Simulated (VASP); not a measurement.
Runs of VASP 6.6.1 on CdF2. The structure is that of space group Fm-3m (No. 225), or close to it. The cells are those of the table. 

| cell | gap on the mesh (eV) | pressure (GPa) |
| --- | --- | --- |
| a = 3.771 Å, angles 60.0°, 3 atoms | 3.18 | 8.0 |
| a = 3.850 Å, angles 60.0°, 3 atoms | (b) | (a) |
| a = 3.925 Å, angles 60.0°, 3 atoms | 2.75 | -4.6 |
| a = 3.689 Å, angles 60.0°, 3 atoms | 3.41 | 18.6 |
| a = 3.811 Å, angles 60.0°, 3 atoms | 3.06 | 4.0 |
| a = 3.731 Å, angles 60.0°, 3 atoms | 3.29 | (c) |
| a = 3.810 Å, angles 60.0°, 3 atoms | 3.07 | 4.1 |
| a = 3.888 Å, angles 60.0°, 3 atoms | 2.85 | -2.2 |

Alike in all rows: task single point; level PBE+D3(BJ); potentials or basis VASP PAW PBE potentials, release 64 (Cd, F); no spin polarisation; k mesh 8 × 8 × 8; cutoff (eV) 520; smearing gaussian 0.02 eV.

Problem. Fill in the values left out.

Solution. (a) 0.7; (b) 2.96; (c) 12.8.

A k mesh can miss the band edges, and the runs leave out spin-orbit coupling on Cd.
